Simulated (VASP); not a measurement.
A run of VASP 6.6.1 is set up as follows.

File INCAR:

```
PREC = Accurate
ENCUT = 600
EDIFF = 1E-6
ISMEAR = -1
SIGMA = 0.05
LREAL = False
LASPH = True
NELM = 100
ALGO = Normal
ISIF = 3
LWAVE = False
LCHARG = False
GGA = PE
IVDW = 12
IBRION = 2
NSW = 60
EDIFFG = -0.01
```

The input KPOINTS:

```
regular mesh
0
Gamma
  7 7 7
```

POSCAR

```
PbS
1.0
    3.6536590000      0.0000000000      0.0000000000
    0.0000000000      3.6536590000      0.0000000000
    0.0000000000      0.0000000000      3.6536590000
Pb S
1 1
Direct
    0.0000000000      0.0000000000      0.0000000000
    0.5000000000      0.5000000000      0.5000000000
```

Potentials or basis: VASP PAW PBE potentials, release 64 (Pb_d, S).

Command:

```console
$ cat potpaw_PBE.64/Pb_d/POTCAR potpaw_PBE.64/S/POTCAR > POTCAR
$ mpirun -np 1 vasp_std > vasp.out
```

Problem. What does it give for the dispersion energy per atom?

Solution. -0.392 eV.

Problem. Estimate the relaxed cell.

Solution. a = 3.596 Å, b = 3.596 Å, c = 3.596 Å, α = 90.00°, β = 90.00°, γ = 90.00°.

Problem. Predict the band gap on the k mesh.

Solution. Zero (band 10 reaches 6.55 eV, above the bottom of band 11 at 6.55 eV).

Step by step:
| step | energy change (eV) | largest force (eV/Å) | pressure (GPa) | volume (Å³) |
| --- | --- | --- | --- | --- |
| 1 | 0.0000 | 0.0000 | -2.40 | 48.77 |
| 2 | -0.0174 | 0.0000 | 0.34 | 46.24 |
| 3 | -0.0177 | 0.0000 | 0.01 | 46.51 |

Caveat: spin-orbit coupling is left out, which moves the levels of the heavy elements; pairwise dispersion overbinds metals, which lowers pressure and volume.
